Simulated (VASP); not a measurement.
# FeO (R-3m) in VASP: single point with PBE+U

Aim: the single point of FeO with PBE+U.

Everything below comes from runs of VASP 6.6.1. Logs are shortened: lines on timing, memory, paths and dates and some standing lists are left out, and cuts for length are marked.

## 1. The cell of the first run

The structure is trigonal, space group R-3m (No. 166). The conventional cell has a = 3.035 Å, b = 3.035 Å, c = 7.547 Å, α = 90.00°, β = 90.00°, γ = 120.00°. Within 2.9 Å of Fe (site symmetry -3m) lie 6 O at 2.16 Å. O (site symmetry -3m) has 6 Fe at 2.16 Å within 2.9 Å.

## 2. Single point, PBE+U, non-collinear spin, twin_end start, spin-orbit coupling

File INCAR:

```
SYSTEM = FeO
PREC     = Accurate       ! precision mode
ENCUT    = 520            ! plane-wave cutoff, eV
EDIFF    = 1E-7           ! SCF threshold, eV
ISMEAR   = 0              ! smearing method
SIGMA    = 0.05           ! smearing width, eV
LREAL    = .FALSE.        ! projectors in reciprocal space
LASPH    = .TRUE.         ! aspherical terms in the spheres
NELM     = 150            ! most SCF steps
ALGO     = Normal         ! electronic algorithm
ISIF     = 2              ! what is computed and relaxed
LWAVE    = .FALSE.        ! write WAVECAR
LCHARG   = .FALSE.        ! write CHGCAR
MAGMOM   = 0 0 3.89 0 0 0.68 ! initial moments
LORBIT   = 11             ! projections on sites
LSORBIT  = .TRUE.         ! spin-orbit coupling
GGA_COMPAT= .FALSE.      
LORBMOM  = .TRUE.       
LMAXMIX  = 4              ! l up to which the mixer works
LDAU     = .TRUE.         ! DFT+U
LDAUTYPE = 2            
LDAUL    = 2 -1           ! shell
LDAUU    = 5 0            ! U, eV
LDAUJ    = 0 0          
LDAUPRINT= 1            
GGA      = PE             ! functional
NBANDS   = 26             ! bands
```

File KPOINTS:

```
regular mesh
0
G
  8 8 8
  0 0 0
```

File POSCAR:

```
FeO
1.0
    1.5176821100      0.8762341800      2.5157945800
   -1.5176821100      0.8762341800      2.5157945800
    0.0000000000     -1.7524683500      2.5157945800
Fe O
1 1
Direct
    0.0000000000      0.0000000000      0.0000000000
    0.5000000000      0.5000000000      0.5000000000
```

Potentials or basis: VASP PAW PBE potentials, release 64 (Fe, O).

Started as:

```console
$ cat potpaw_PBE.64/Fe/POTCAR potpaw_PBE.64/O/POTCAR > POTCAR
$ mpirun -np 1 vasp_ncl > vasp.out
```

OUTCAR:

```text
SYSTEM = FeO
   PREC = Accurate
   ENCUT = 520
   EDIFF = 1E-7
   ISMEAR = 0
   LREAL = .FALSE.
   LASPH = .TRUE.
   NELM = 150
   ISIF = 2
   LORBIT = 11
   LSORBIT = .TRUE.
   GGA = PE

 ion  position               nearest neighbor table
   1  0.000  0.000  0.000-   2 2.16   2 2.16   2 2.16   2 2.16   2 2.16   2 2.16
   2  0.500  0.500  0.500-   1 2.16   1 2.16   1 2.16   1 2.16   1 2.16   1 2.16

  LATTYP: Found a trigonal (rhomboedric) cell.
 ALAT       =     3.0660019070
 COS(alpha) =     0.5099427872

  Lattice vectors:

 A1 = (   1.5176821100,   0.8762341800,   2.5157945800)
 A2 = (  -1.5176821100,   0.8762341800,   2.5157945800)
 A3 = (   0.0000000000,  -1.7524683500,   2.5157945800)

Analysis of symmetry for initial positions (statically):
=====================================================================
 Subroutine PRICEL returns:
 Original cell was already a primitive cell.

 Routine SETGRP: Setting up the symmetry group for a
 trigonal (rhombohedral) supercell.

 Subroutine GETGRP returns: Found 12 space group operations
 (whereof 12 operations were pure point group operations)
 out of a pool of 12 trial point group operations.

The static configuration has the point symmetry D_3d.

Analysis of symmetry for dynamics (positions and initial velocities):
=====================================================================
 Subroutine PRICEL returns:
 Original cell was already a primitive cell.

 Routine SETGRP: Setting up the symmetry group for a
 trigonal (rhombohedral) supercell.

 Subroutine GETGRP returns: Found 12 space group operations
 (whereof 12 operations were pure point group operations)
 out of a pool of 12 trial point group operations.

The dynamic configuration has the point symmetry D_3d.

Analysis of structural, dynamic, and magnetic symmetry:
=====================================================================
 Subroutine PRICEL returns:
 Original cell was already a primitive cell.

 Routine SETGRP: Setting up the symmetry group for a
 trigonal (rhombohedral) supercell.

 Subroutine GETGRP returns: Found  6 space group operations
 (whereof  6 operations were pure point group operations)
 out of a pool of 12 trial point group operations.

The overall configuration has the point symmetry S_6 .

 Subroutine INISYM returns: Found  6 space group operations
[... 925 lines left out ...]
      0.00000      0.00000      0.00000         0.000000      0.000000      0.000000
      0.00000      0.00000      3.77369        -0.000000      0.000000      0.000000
 -----------------------------------------------------------------------------------
    total drift:                               -0.000000     -0.000000     -0.000000

  FREE ENERGIE OF THE ION-ELECTRON SYSTEM (eV)
  ---------------------------------------------------
  free  energy   TOTEN  =       -13.3153339940 eV

  energy  without entropy=      -13.3153339940  energy(sigma->0) =      -13.31533399

 orbital moment (x)

 # of ion     p       d       tot
 ----------------------------------------
  1        -0.000   0.000   0.000
  2        -0.000   0.000  -0.000
 ----------------------------------------
           -0.000   0.000   0.000

 orbital moment (y)

 # of ion     p       d       tot
 ----------------------------------------
  1         0.000   0.000   0.000
  2         0.000   0.000   0.000
 ----------------------------------------
            0.000   0.000   0.000

 orbital moment (z)

 # of ion     p       d       tot
 ----------------------------------------
  1        -0.000   0.630   0.630
  2         0.022   0.000   0.022
 ----------------------------------------
            0.022   0.630   0.652

 Spin-Orbit-Coupling matrix elements

 Ion:    1  E_soc:     -0.0279469
 l=   1
     0.0000000    -0.0001463    -0.0001450
    -0.0001463     0.0000000    -0.0001463
    -0.0001450    -0.0001463     0.0000000
 l=   2
     0.0000000    -0.0002669     0.0000000    -0.0002669    -0.0152340
    -0.0002669     0.0000000    -0.0015244     0.0058146    -0.0002669
     0.0000000    -0.0015244     0.0000000    -0.0015244     0.0000000
    -0.0002669     0.0058146    -0.0015244     0.0000000    -0.0002669
    -0.0152340    -0.0002669     0.0000000    -0.0002669     0.0000000
 l=   3
     0.0000000     0.0000000     0.0000000     0.0000000     0.0000000     0.0000000     0.0000000
     0.0000000     0.0000000     0.0000000     0.0000000     0.0000000     0.0000000     0.0000000
     0.0000000     0.0000000     0.0000000     0.0000000     0.0000000     0.0000000     0.0000000
     0.0000000     0.0000000     0.0000000     0.0000000     0.0000000     0.0000000     0.0000000
     0.0000000     0.0000000     0.0000000     0.0000000     0.0000000     0.0000000     0.0000000
     0.0000000     0.0000000     0.0000000     0.0000000     0.0000000     0.0000000     0.0000000
     0.0000000     0.0000000     0.0000000     0.0000000     0.0000000     0.0000000     0.0000000

 Ion:    2  E_soc:     -0.0005678
 l=   1
     0.0000000    -0.0000235    -0.0002369
    -0.0000235     0.0000000    -0.0000235
    -0.0002369    -0.0000235     0.0000000
 l=   2
     0.0000000     0.0000000     0.0000000     0.0000000     0.0000000
     0.0000000     0.0000000     0.0000000     0.0000000     0.0000000
     0.0000000     0.0000000     0.0000000     0.0000000     0.0000000
     0.0000000     0.0000000     0.0000000     0.0000000     0.0000000
     0.0000000     0.0000000     0.0000000     0.0000000     0.0000000
 l=   3
     0.0000000     0.0000000     0.0000000     0.0000000     0.0000000     0.0000000     0.0000000
     0.0000000     0.0000000     0.0000000     0.0000000     0.0000000     0.0000000     0.0000000
     0.0000000     0.0000000     0.0000000     0.0000000     0.0000000     0.0000000     0.0000000
     0.0000000     0.0000000     0.0000000     0.0000000     0.0000000     0.0000000     0.0000000
     0.0000000     0.0000000     0.0000000     0.0000000     0.0000000     0.0000000     0.0000000
     0.0000000     0.0000000     0.0000000     0.0000000     0.0000000     0.0000000     0.0000000
     0.0000000     0.0000000     0.0000000     0.0000000     0.0000000     0.0000000     0.0000000

 total charge

# of ion       s       p       d       tot
------------------------------------------
    1        0.294   0.367   6.131   6.792
    2        1.551   3.477   0.000   5.028
--------------------------------------------------
tot          1.846   3.844   6.131  11.821

 magnetization (x)

# of ion       s       p       d       tot
------------------------------------------
    1        0.000   0.000   0.000   0.000
    2        0.000   0.000   0.000   0.000
--------------------------------------------------
tot          0.000   0.000   0.000   0.000

 magnetization (y)

# of ion       s       p       d       tot
------------------------------------------
    1        0.000   0.000   0.000   0.000
    2        0.000   0.000   0.000   0.000
--------------------------------------------------
tot          0.000   0.000   0.000   0.000

 magnetization (z)

# of ion       s       p       d       tot
------------------------------------------
    1        0.027   0.023   3.754   3.804
    2        0.020   0.133   0.000   0.153
--------------------------------------------------
tot          0.047   0.156   3.754   3.957
```

stdout:

```text
POSCAR found type information on POSCAR FeO
 POSCAR found :  2 types and       2 ions
 scaLAPACK will be used
 LDA part: xc-table for (Slater+PW92), standard interpolation
 POSCAR, INCAR and KPOINTS ok, starting setup
 FFT: planning ... GRIDC
 FFT: planning ... GRID_SOFT
 FFT: planning ... GRID
 WAVECAR not read
 entering main loop
```

It took 2.4 min on 1 thread of Intel Xeon Platinum 8259CL at 2.50GHz (Skylake/Cascade Lake), shared host; peak memory 0.24 GiB.

Results:

| Quantity | Value |
| --- | --- |
| Free energy | -13.3153 eV |
| Pressure | 7.6 GPa |
| Net moment | 4.00 μB per cell |
| Valence electrons inside the program's atomic spheres | Fe 6.79; O 5.03 |

Stress tensor (GPa, compression positive):
```
8.14 0.00 0.00
0.00 8.14 0.00
0.00 0.00 6.65
```

Moments on the atoms (μB; x, y, z):
```
Fe  0.00 0.00 3.80
O   0.00 0.00 0.15
```

Caveat: the cell stands under pressure; a cell with one magnetic atom can't hold antiferromagnetic order, which such compounds often take. The state reached can hang on the start; a lower one may exist.
